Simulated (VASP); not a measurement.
Write the native input for VASP 6.6.1 that does the following.

```yaml
Task: single point
Functional: PBE
Potentials_or_basis: VASP PAW PBE potentials, release 64 (V_sv)
Cutoff: 520 eV
k_mesh: 12 × 12 × 12
Occupations: gaussian, width 0.022 eV
Spin: collinear spin, ferromagnetic start
Starting_moments: "[2.0] μB"
Dipole_correction: no
Further_INCAR_settings: ALGO = Normal; EDIFF = 1e-07; NBANDS = 16
```

The structure of V lies in POSCAR:

```
V
1.0
   -1.5143500000      1.5143500000      1.5143500000
    1.5143500000     -1.5143500000      1.5143500000
    1.5143500000      1.5143500000     -1.5143500000
V
1
Direct
    0.0000000000      0.0000000000      0.0000000000
```

These files were run (other wordings do the same):

INCAR

```
ALGO     = Normal         # electronic algorithm
EDIFF    = 1E-7           # SCF threshold, eV
ENCUT    = 520            # plane-wave cutoff, eV
GGA      = PE             # functional
ISIF     = 2              # what is computed and relaxed
ISMEAR   = 0              # smearing method
ISPIN    = 2              # spin polarisation
LASPH    = T              # aspherical terms in the spheres
LCHARG   = F              # write CHGCAR
LMAXMIX  = 4              # l up to which the mixer works
LORBIT   = 11             # projections on sites
LREAL    = F              # projectors in reciprocal space
LWAVE    = F              # write WAVECAR
MAGMOM   = 2              # initial moments
NBANDS   = 16             # bands
NELM     = 150            # most SCF steps
PREC     = Accurate       # precision mode
SIGMA    = 0.022          # smearing width, eV
```

KPOINTS

```
k-points
0
Gamma
  12 12 12
```

Potentials or basis: VASP PAW PBE potentials, release 64 (V_sv).

Command:

```bash
$ cat potpaw_PBE.64/V_sv/POTCAR > POTCAR
$ mpirun -np 1 vasp_std > vasp.out
```

It gave:

```json
{"Pressure": "-5.0 GPa", "Net moment": "0.13 μB per cell", "Site moments": "V +0.11 μB", "Valence electrons inside the program's atomic spheres": "V 11.60"}
```

It took 39 s on 1 thread of Intel(R) Xeon(R) Platinum 8488C (Sapphire Rapids), on a shared host, peak memory 0.14 GiB.
